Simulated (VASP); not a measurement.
Set up this calculation in VASP 6.6.1, as the native input.

```
Task                   : single point
Functional             : r2SCAN
Potentials or basis    : VASP PAW PBE potentials, release 64 (Sb_d_GW)
Cutoff                 : 550 eV
k mesh                 : 6 × 6 × 6
Occupations            : gaussian, width 0.1 eV
Spin                   : no spin polarisation
Dipole correction      : no
Further INCAR settings : ALGO = Normal; EDIFF = 1e-06; NBANDS = 22
```

The system is Sb.

```
Sb
1.0
     2.17707    1.25693    3.82988
    -2.17707    1.25693    3.82988
     0.00000   -2.51386    3.82988
Sb
2
Cartesian
  0.0000 0.0000 3.0822
  0.0000 0.0000 8.4075
```

The input as run:

POSCAR

```
Sb
1.0
    2.1770673240      1.2569304056      3.8298803211
   -2.1770673240      1.2569304056      3.8298803211
    0.0000000000     -2.5138608111      3.8298803211
Sb
2
Direct
    0.2682562500      0.2682562500      0.2682562500
    0.7317437500      0.7317437500      0.7317437500
```

INCAR.step1

```
  ALGO = Normal
  EDIFF = 1E-5
  ENCUT = 550
  GGA = PE
  GGA_COMPAT = F
  ISMEAR = 0
  LASPH = T
  LCHARG = F
  LREAL = F
  LWAVE = T
  NBANDS = 22
  NELM = 120
  PREC = Accurate
  SIGMA = 0.1
```

INCAR.step2

```
  ALGO = Normal
  EDIFF = 1E-6
  ENCUT = 550
  GGA_COMPAT = F
  ISIF = 2
  ISMEAR = 0
  ISTART = 1
  LASPH = T
  LCHARG = F
  LMIXTAU = T
  LREAL = F
  LWAVE = F
  METAGGA = R2SCAN
  NBANDS = 22
  NELM = 120
  PREC = Accurate
  SIGMA = 0.1
```

KPOINTS

```
k-points
0
Gamma
  6 6 6
```

Potentials or basis: VASP PAW PBE potentials, release 64 (Sb_d_GW).

The run is started by

```console
$ cat potpaw_PBE.64/Sb_d_GW/POTCAR > POTCAR
$ cp INCAR.step1 INCAR
$ mpirun -np 1 vasp_std > vasp.out
$ cp INCAR.step2 INCAR
$ mpirun -np 1 vasp_std > vasp.out
```

It gave:

```
Pressure               : 0.0 GPa
Largest force          : 0.088 eV/Å
Band gap on the k mesh : zero (bands 15 and 16 overlap by 0.13 eV)
```

Caveat: the PAW data sets were made with another functional, which shifts forces and pressure a little; spin-orbit coupling is left out, which moves the levels of the heavy elements.

It took 3.9 min on 1 thread of Intel(R) Xeon(R) Platinum 8259CL CPU @ 2.50GHz (Skylake/Cascade Lake), with other jobs on the host, peak memory 0.24 GiB.
